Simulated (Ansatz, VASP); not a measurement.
## W2Cl3: VASP beside Ansatz

```
CELL_PARAMETERS angstrom
3.54783 0.00000 0.00000
-1.77391 3.07251 0.00000
0.00000 0.00000 11.35304
ATOMIC_POSITIONS crystal
W 0.00000 0.00000 0.00000
W 0.00000 0.00000 0.50000
Cl 0.33333 0.66667 0.12000
Cl 0.33333 0.66667 0.62000
Cl 0.66667 0.33333 0.38000
```

Change from the starting cell: ordered vacancies on the anion sites of cadmium iodide (P3m1, No. 156).

Alike in both runs: task single point; functional PBE; k mesh 6 × 6 × 2; occupations gaussian, width 0.1 eV; no spin polarisation.

|  | VASP | Ansatz |
| --- | --- | --- |
| version | VASP 6.6.1 | Ansatz 0.2.0 |
| potentials or method | VASP PAW PBE potentials, release 64 (W_sv, Cl), cutoff 520 eV | scalar-relativistic, plane waves, PAW |
| valence electrons in the cell | 49 | 49 |

Ansatz gave:

| Quantity | Value |
| --- | --- |
| gap on the k mesh at the Fermi level (eV) | none |
| pressure (GPa) | -6.5 |
| traceless stress, the component that is largest in VASP (GPa) | 10.88 |
| rms of the force components (eV/Å) | 0.358 |

Question: What did VASP give for the same quantities?

Answer: gap on the k mesh at the Fermi level (eV): none; pressure (GPa): -6.4; traceless stress, the component that is largest in VASP (GPa): 10.90; rms of the force components (eV/Å): 0.376.

Atom by atom the forces differ by 0.025 eV/Å (rms over components). A gap of «none» marks a metal or a gap that the smearing closes. The functional is the same, so the differences come from potentials, cutoffs and numerics.

Spin-orbit coupling is off throughout.
